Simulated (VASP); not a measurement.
Runs of VASP 6.6.1 on TcOs. The structure is that of space group Pm-3m (No. 221), or close to it. The cells are those of the table. 

```tsv
cell	k mesh	gap on the mesh (eV)	pressure (GPa)
a = 3.029 Å, 2 atoms	7 × 7 × 7	none	4.6
a = 3.049 Å, 2 atoms	7 × 7 × 7	none	-2.9
a = 3.038 Å, 2 atoms	8 × 8 × 8	none	(a)
a = 3.039 Å, 2 atoms	7 × 7 × 7	none	0.8
```

Alike in all rows: task single point; level LDA; potentials or basis VASP PAW LDA potentials, release 64 (Os, Tc_pv); no spin polarisation; cutoff (eV) 520; smearing gaussian 0.05 eV.

Q: Estimate the missing entries.

A: (a) 0.9.

Caveats: spin-orbit coupling is left out, which moves the levels of the heavy elements.

A k mesh can miss the band edges, and the runs leave out spin-orbit coupling on Os, Tc.

A gap of «none» marks levels without a gap at the run's occupations.
